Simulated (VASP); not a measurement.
# Pb (Fd-3m) in VASP: further runs

The runs below take Pb through single point, with RPBE.

Everything below comes from runs of VASP 6.6.1. Logs are shortened: lines on timing, memory, paths and dates and some standing lists are left out, and cuts for length are marked.

## Step 1: The cell of the first run

The structure is cubic, space group Fd-3m (No. 227). The conventional cell has a = 7.170 Å, b = 7.170 Å, c = 7.170 Å, α = 90.00°, β = 90.00°, γ = 90.00°. Pb (site symmetry -43m) has 4 Pb at 3.10 Å within 4.1 Å.

## Step 2: Single point, RPBE

File INCAR:

```
PREC = Accurate ; ENCUT = 520
EDIFF = 1E-6 ; ISMEAR = -1
SIGMA = 0.1 ; LREAL = False
LASPH = True ; NELM = 60
ALGO = Normal ; ISIF = 2
LWAVE = False ; LCHARG = False
GGA = RP ; NBANDS = 21
```

File KPOINTS:

```
regular mesh
0
Gamma
  8 8 8
```

File POSCAR:

```
Pb
1.0
    0.0000000000      3.5849698442      3.5849698442
    3.5849698442      0.0000000000      3.5849698442
    3.5849698442      3.5849698442      0.0000000000
Pb
2
Direct
    0.1250000000      0.1250000000      0.1250000000
    0.8750000000      0.8750000000      0.8750000000
```

Potentials or basis: VASP PAW PBE potentials, release 64 (Pb_d).

Run with:

```bash
$ cat potpaw_PBE.64/Pb_d/POTCAR > POTCAR
$ mpirun -np 1 vasp_std > vasp.out
```

OUTCAR:

```text
PREC = Accurate
   ENCUT = 520
   EDIFF = 1E-6
   ISMEAR = -1
   LREAL = False
   LASPH = True
   NELM = 60
   ISIF = 2
   GGA = RP

 ion  position               nearest neighbor table
   1  0.125  0.125  0.125-   2 3.10   2 3.10   2 3.10   2 3.10
   2  0.875  0.875  0.875-   1 3.10   1 3.10   1 3.10   1 3.10

  LATTYP: Found a face centered cubic cell.
 ALAT       =     7.1699396884

  Lattice vectors:

 A1 = (   0.0000000000,   3.5849698442,   3.5849698442)
 A2 = (   3.5849698442,   0.0000000000,   3.5849698442)
 A3 = (   3.5849698442,   3.5849698442,   0.0000000000)

Analysis of symmetry for initial positions (statically):
=====================================================================
 Subroutine PRICEL returns:
 Original cell was already a primitive cell.

 Routine SETGRP: Setting up the symmetry group for a
 face centered cubic supercell.

 Subroutine GETGRP returns: Found 48 space group operations
 (whereof 12 operations were pure point group operations)
 out of a pool of 48 trial point group operations.

The static configuration has the point symmetry D_3d.
 The point group associated with its full space group is O_h .

Analysis of symmetry for dynamics (positions and initial velocities):
=====================================================================
 Subroutine PRICEL returns:
 Original cell was already a primitive cell.

 Routine SETGRP: Setting up the symmetry group for a
 face centered cubic supercell.

 Subroutine GETGRP returns: Found 48 space group operations
 (whereof 12 operations were pure point group operations)
 out of a pool of 48 trial point group operations.

The dynamic configuration has the point symmetry D_3d.
 The point group associated with its full space group is O_h .

 Subroutine INISYM returns: Found 48 space group operations
 (whereof 12 operations are pure point group operations),
 and found     1 'primitive' translations

----------------------------------------------------------------------------------------

                                     Primitive cell

  volume of cell :      92.1481

  direct lattice vectors                    reciprocal lattice vectors
     0.000000000  3.584969844  3.584969844    -0.139471187  0.139471187  0.139471187
     3.584969844  0.000000000  3.584969844     0.139471187 -0.139471187  0.139471187
     3.584969844  3.584969844  0.000000000     0.139471187  0.139471187 -0.139471187

  length of vectors
     5.069912974  5.069912974  5.069912974     0.241571182  0.241571182  0.241571182

  position of ions in fractional coordinates (direct lattice)
     0.125000000  0.125000000  0.125000000
     0.875000000  0.875000000  0.875000000

  ion indices of the primitive-cell ions
   primitive index   ion index
                 1           1
                 2           2

----------------------------------------------------------------------------------------

 KPOINTS: regular mesh

Automatic generation of k-mesh.
 Grid dimensions read from file:
 generate k-points for:    8    8    8

 Generating k-lattice:

  Cartesian coordinates                     Fractional coordinates (reciprocal lattice)
    -0.017433898  0.017433898  0.017433898     0.125000000  0.000000000  0.000000000
     0.017433898 -0.017433898  0.017433898     0.000000000  0.125000000  0.000000000
     0.017433898  0.017433898 -0.017433898     0.000000000  0.000000000  0.125000000

  Length of vectors
     0.030196398  0.030196398  0.030196398

  Shift w.r.t. Gamma in fractional coordinates (k-lattice)
     0.000000000  0.000000000  0.000000000

 Subroutine IBZKPT returns following result:
 ===========================================

 Found     29 irreducible k-points:

 Following reciprocal coordinates:
            Coordinates               Weight
  0.000000  0.000000  0.000000      1.000000
  0.125000  0.000000  0.000000      8.000000
  0.250000  0.000000  0.000000      8.000000
  0.375000  0.000000  0.000000      8.000000
  0.500000  0.000000  0.000000      4.000000
  0.125000  0.125000  0.000000      6.000000
[... 16 lines left out ...]
  0.500000  0.250000  0.125000     48.000000
 -0.375000  0.250000  0.125000     24.000000
 [... further k-points ...]
   k-points           NKPTS =     29   k-points in BZ     NKDIM =     29   number of bands    NBANDS=     21
   number of dos      NEDOS =    301   number of ions     NIONS =      2
   total plane-waves  NPLWV =  64000
   dimension x,y,z NGX =    40 NGY =   40 NGZ =   40
   dimension x,y,z NGXF=    80 NGYF=   80 NGZF=   80
   ions per type =               2
   NGX,Y,Z   is equivalent  to a cutoff of  13.12, 13.12, 13.12 a.u.
   NGXF,Y,Z  is equivalent  to a cutoff of  26.23, 26.23, 26.23 a.u.
 SYSTEM =  unknown system
   PREC   = accura    normal or accurate (medium, high low for compatibility)
   ISTART =      0    job   : 0-new  1-cont  2-samecut
   ICHARG =      2    charge: 1-file 2-atom 10-const
   ISPIN  =      1    spin polarized calculation?
   LNONCOLLINEAR =      F non collinear calculations
   LSORBIT =      F    spin-orbit coupling
   LASPH  =      T    aspherical Exc in radial PAW
   ENCUT  =  520.0 eV  38.22 Ry    6.18 a.u.   9.43  9.43  9.43*2*pi/ulx,y,z
   NELM   =     60;   NELMIN=  2; NELMDL= -5     # of ELM steps
   EDIFF  = 0.1E-05   stopping-criterion for ELM
   LREAL  =      F    real-space projection
   EDIFFG = 0.1E-04   stopping-criterion for IOM
   NSW    =      0    number of steps for IOM
   IBRION =     -1    ionic relax: 0-MD 1-quasi-New 2-CG
   NFREE  =      0    steps in history (QN), initial steepest desc. (CG)
   ISIF   =      2    stress and relaxation
   ISYM   =      2    0-nonsym 1-usesym 2-fastsym
   POTIM  = 0.5000    time-step for ionic-motion
   TEBEG  =    0.0;   TEEND  =   0.0 temperature during run
   PSTRESS=    0.0 pullay stress
   NELECT =      28.0000    total number of electrons
   NUPDOWN=      -1.0000    fix difference up-down
   EMIN   =  10.00;   EMAX   =-10.00  energy-range for DOS
   EFERMI =   0.00;   METHOD = LEGACY
   ISMEAR =    -1;   SIGMA  =   0.10  broadening in eV -4-tet -1-fermi 0-gaus
   EFERMI_NEDOS =   21; number of points for ismear=-14 and -15
   IALGO  =     38    algorithm
   IMIX   =      4    mixing-type and parameters
     AMIX     =   0.40;   BMIX     =  1.00
     AMIX_MAG =   1.60;   BMIX_MAG =  1.00
  volume/ion in A,a.u.               =      46.07       310.92
  Fermi-wavevector in a.u.,A,eV,Ry     =   1.100606  2.079844 16.481203  1.211334
  Thomas-Fermi vector in A             =   2.237020
   LORBIT       =      0    0 simple, 1 ext, 2 COOP (PROOUT), +10 PAW based schemes
   GGA     = RP    functional components
   LHFCALC =     F    Hartree Fock is set to
   AEXX    =    0.0000 exact exchange contribution
   IVDW    =     0    specifies the selected vdW correction
   LEPSILON=     F    determine dielectric tensor
   LRPA    =     F    only Hartree local field effects (RPA)
 non-spin polarized calculation
  energy-cutoff  :      520.00
  volume of cell :       92.15
 maximum number of plane-waves:      2509
 NGX is ok and might be reduce to    40
   NGX = 19   NGY = 19   NGZ = 19

 number of electron      28.0000004 magnetization

 Free energy of the ion-electron system (eV)
  ---------------------------------------------------
  ext. energy  EPLUGINS =         0.00000000
  ---------------------------------------------------
  free energy    TOTEN  =        -5.94020824 eV

  energy without entropy =       -5.91879108  energy(sigma->0) =       -5.92949966

 E-fermi :   3.4391     XC(G=0):  -7.6927

 val. band max:        3.2484881596   @ k =   0.1250   0.1250   0.0000
 cond. band min:       3.4990595190   @ k =  -0.1250   0.1250   0.0000
 fundamental gap:      0.2505713594
 Fermi energy:         3.4391466512

 k-point     1 :       0.0000    0.0000    0.0000
  band No.  band energies     occupation
      1     -13.6114      2.00000
      2     -13.6114      2.00000
      3     -13.6114      2.00000
      4     -13.5556      2.00000
      5     -13.5556      2.00000
      6     -13.2439      2.00000
[... 13 lines left out ...]
     20      11.4334      0.00000
     21      11.4336      0.00000

 k-point     2 :       0.1250    0.0000    0.0000
  band No.  band energies     occupation
      1     -13.6222      2.00000
      2     -13.6222      2.00000
      3     -13.6084      2.00000
      4     -13.5404      2.00000
      5     -13.5404      2.00000
      6     -13.2685      2.00000
[... 13 lines left out ...]
     20      10.6370      0.00000
     21      10.6370      0.00000

 k-point     3 :       0.2500    0.0000    0.0000
  band No.  band energies     occupation
      1     -13.6368      2.00000
      2     -13.6368      2.00000
      3     -13.6009      2.00000
      4     -13.5161      2.00000
      5     -13.5161      2.00000
      6     -13.2913      2.00000
[... 13 lines left out ...]
     20      10.4259      0.00000
     21      10.4259      0.00000

 k-point     4 :       0.3750    0.0000    0.0000
  band No.  band energies     occupation
      1     -13.6449      2.00000
      2     -13.6449      2.00000
      3     -13.5930      2.00000
      4     -13.5002      2.00000
      5     -13.5002      2.00000
      6     -13.3043      2.00000
[... 13 lines left out ...]
     20      10.9288      0.00000
     21      10.9288      0.00000

 k-point     5 :       0.5000    0.0000    0.0000
  band No.  band energies     occupation
      1     -13.6472      2.00000
      2     -13.6472      2.00000
      3     -13.5895      2.00000
      4     -13.4954      2.00000
      5     -13.4954      2.00000
      6     -13.3079      2.00000
[... 13 lines left out ...]
     20      11.0587      0.00000
     21      11.5572      0.00000

 k-point     6 :       0.1250    0.1250    0.0000
  band No.  band energies     occupation
      1     -13.6202      2.00000
      2     -13.6199      2.00000
      3     -13.6199      2.00000
      4     -13.5434      2.00000
      5     -13.5242      2.00000
      6     -13.2997      2.00000
[... 13 lines left out ...]
     20       9.7791      0.00000
     21      11.5944      0.00000

 k-point     7 :       0.2500    0.1250    0.0000
  band No.  band energies     occupation
      1     -13.6404      2.00000
      2     -13.6318      2.00000
      3     -13.6072      2.00000
      4     -13.5238      2.00000
      5     -13.4964      2.00000
      6     -13.3307      2.00000
[... 13 lines left out ...]
     20       9.7496      0.00000
     21      11.2024      0.00000
[... 291 lines left out ...]
      1     -13.6836      2.00000
      2     -13.6625      2.00000
      3     -13.5324      2.00000
      4     -13.4504      2.00000
      5     -13.4124      2.00000
      6     -13.3944      2.00000
[... 13 lines left out ...]
     20      11.3496      0.00000
     21      12.5953      0.00000

 k-point    21 :       0.5000    0.5000    0.0000
  band No.  band energies     occupation
      1     -13.6620      2.00000
      2     -13.6620      2.00000
      3     -13.5339      2.00000
      4     -13.5339      2.00000
      5     -13.3960      2.00000
      6     -13.3960      2.00000
[... 13 lines left out ...]
     20      11.0302      0.00000
     21      13.2425      0.00000

 k-point    22 :       0.3750    0.2500    0.1250
  band No.  band energies     occupation
      1     -13.6511      2.00000
      2     -13.6495      2.00000
      3     -13.5886      2.00000
      4     -13.5051      2.00000
      5     -13.4668      2.00000
      6     -13.3630      2.00000
[... 13 lines left out ...]
     20      10.5234      0.00000
     21      11.2514      0.00000

 k-point    23 :       0.5000    0.2500    0.1250
  band No.  band energies     occupation
      1     -13.6690      2.00000
      2     -13.6579      2.00000
      3     -13.5588      2.00000
      4     -13.4833      2.00000
      5     -13.4484      2.00000
      6     -13.3777      2.00000
[... 13 lines left out ...]
     20      10.5859      0.00000
     21      11.6195      0.00000

 k-point    24 :      -0.3750    0.2500    0.1250
  band No.  band energies     occupation
      1     -13.6764      2.00000
      2     -13.6601      2.00000
      3     -13.5448      2.00000
      4     -13.4672      2.00000
      5     -13.4501      2.00000
      6     -13.3729      2.00000
[... 13 lines left out ...]
     20      11.1197      0.00000
     21      11.7265      0.00000

 [... further k-points ...]
[... 5 lines left out ...]
  --------------------------------------------------------------------------------------
  -------------------------------------------------------------------------------------
  Total       -0.0408263     -0.0408263     -0.0408263     -0.0000000      0.0000000      0.0000000
  in kB       -0.7098458     -0.7098458     -0.7098458     -0.0000000      0.0000000      0.0000000
  external PRESSURE =      -0.7098458 kB  Pullay stress =       0.0000000 kB

 VOLUME and BASIS-vectors are now :
 -----------------------------------------------------------------------------
  energy-cutoff  :      520.00
  volume of cell :       92.15
      direct lattice vectors                 reciprocal lattice vectors
     0.000000000  3.584969844  3.584969844    -0.139471187  0.139471187  0.139471187
     3.584969844  0.000000000  3.584969844     0.139471187 -0.139471187  0.139471187
     3.584969844  3.584969844  0.000000000     0.139471187  0.139471187 -0.139471187

 POSITION                                       TOTAL-FORCE (eV/Angst)
 -----------------------------------------------------------------------------------
      0.89624      0.89624      0.89624        -0.000000     -0.000000     -0.000000
      6.27370      6.27370      6.27370         0.000000      0.000000      0.000000
 -----------------------------------------------------------------------------------
    total drift:                                0.000000      0.000000     -0.000000

  FREE ENERGIE OF THE ION-ELECTRON SYSTEM (eV)
  ---------------------------------------------------
  free  energy   TOTEN  =        -5.9402082392 eV

  energy  without entropy=       -5.9187910840  energy(sigma->0) =       -5.92949966
```

Run time: 1.9 min. Hardware: 1 thread of AMD EPYC 7R13, shared host; peak memory 0.21 GiB.

What came out:

- Free energy: -5.9402 eV
- Pressure: -0.1 GPa
- Band gap on the k mesh: zero (band 14 reaches 3.78 eV, above the bottom of band 15 at 2.82 eV)

Caveat: the PAW data sets were made with another functional, which shifts forces and pressure a little; spin-orbit coupling is left out, which moves the levels of the heavy elements.

## Step 3: Single point, RPBE (volume scaled by 0.92)

File INCAR:

```
SYSTEM = Pb
PREC = Accurate ; ENCUT = 520
EDIFF = 1E-7 ; ISMEAR = -1
SIGMA = 0.1 ; LREAL = .FALSE.
LASPH = .TRUE. ; NELM = 100
ALGO = Normal ; ISIF = 2
LWAVE = .FALSE. ; LCHARG = .TRUE.
GGA = RP ; LELF = .TRUE.
LVHAR = .TRUE. ; NBANDS = 21
```

File KPOINTS:

```
regular mesh
0
G
  9 9 9
  0 0 0
```

File POSCAR:

```
Pb
1.0
    0.0000000000      3.4867016128      3.4867016128
    3.4867016128      0.0000000000      3.4867016128
    3.4867016128      3.4867016128      0.0000000000
Pb
2
Direct
    0.1250000000      0.1250000000      0.1250000000
    0.8750000000      0.8750000000      0.8750000000
```

Potentials or basis: VASP PAW PBE potentials, release 64 (Pb_d).

Run with:

```bash
$ cat potpaw_PBE.64/Pb_d/POTCAR > POTCAR
$ mpirun -np 1 vasp_std > vasp.out
```

It took 2.8 min on 1 thread of AMD EPYC 7R13, shared host; peak memory 0.22 GiB.

It converged, with:

```yaml
Free_energy: -5.8931 eV
Pressure: 2.1 GPa
Band_gap_on_the_k_mesh: zero (band 14 reaches 4.49 eV, above the bottom of band 15 at 3.43 eV)
```

Levels at points of the mesh, in eV from the Fermi level:
```csv
k point,band 11,band 12,band 13,band 14,band 15,band 16,band 17,band 18
"(0.00, 0.00, 0.00)",-10.90,-4.13,0.37,0.37,0.37,2.38,2.38,2.38
```

Caveat: the PAW data sets were made with another functional, which shifts forces and pressure a little; spin-orbit coupling is left out, which moves the levels of the heavy elements.
